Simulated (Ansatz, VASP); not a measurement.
**Ga: VASP beside Ansatz**

```xyz
2
Lattice="3.0110 0.0000 0.0000 -1.5055 2.6076 0.0000 0.0000 0.0000 4.8661" Properties=species:S:1:pos:R:3 pbc="T T T"
Ga    0.0000    1.7384    1.2165
Ga    1.5055    0.8692    3.6496
```

Alike in both runs: functional PBE; k mesh 18 × 18 × 10; occupations fermi-dirac, width 0.05 eV; no spin polarisation.

Ansatz relaxed the structure, and its values are those at the end. VASP's run is a single point on that final structure, the one shown.

```csv
,VASP,Ansatz
version,VASP 6.6.1,Ansatz 0.2.0
potentials or method,"VASP PAW PBE potentials, release 64 (Ga_d)","PAW with Ansatz's default frozen-core files, scalar-relativistic"
plane-wave cutoff (eV),520,420
valence electrons in the cell,26,26
```

```tsv
	VASP	Ansatz	Ansatz less VASP
pressure (GPa)	0.0	0.0	-0.08
```
